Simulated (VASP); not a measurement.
A run of VASP 6.6.1 is set up as follows.

Contents of INCAR:

```
PREC     = Accurate       # precision mode
ENCUT    = 500            # plane-wave cutoff, eV
EDIFF    = 1E-6           # SCF threshold, eV
ISMEAR   = 0              # smearing method
SIGMA    = 0.1            # smearing width, eV
LREAL    = False          # projectors in reciprocal space
LASPH    = True           # aspherical terms in the spheres
NELM     = 120            # most SCF steps
ALGO     = Normal         # electronic algorithm
ISIF     = 2              # what is computed and relaxed
LWAVE    = False          # write WAVECAR
LCHARG   = False          # write CHGCAR
GGA      = PE             # functional
NBANDS   = 14             # bands
GGA_COMPAT= False
```

File KPOINTS:

```
Automatic mesh
0
Gamma
  8 8 8
```

File POSCAR:

```
HfB
1.0
    0.0000000000      2.3100000000      2.3100000000
    2.3100000000      0.0000000000      2.3100000000
    2.3100000000      2.3100000000      0.0000000000
Hf B
1 1
Direct
    0.5000000000      0.5000000000      0.5000000000
    0.0000000000      0.0000000000      0.0000000000
```

Potentials or basis: VASP PAW PBE potentials, release 64 (Hf_pv, B).

Run with:

```console
$ cat potpaw_PBE.64/Hf_pv/POTCAR potpaw_PBE.64/B/POTCAR > POTCAR
$ mpirun -np 1 vasp_std > vasp.out
```

(1) Estimate the pressure.

Answers

(1) 30.7 GPa.
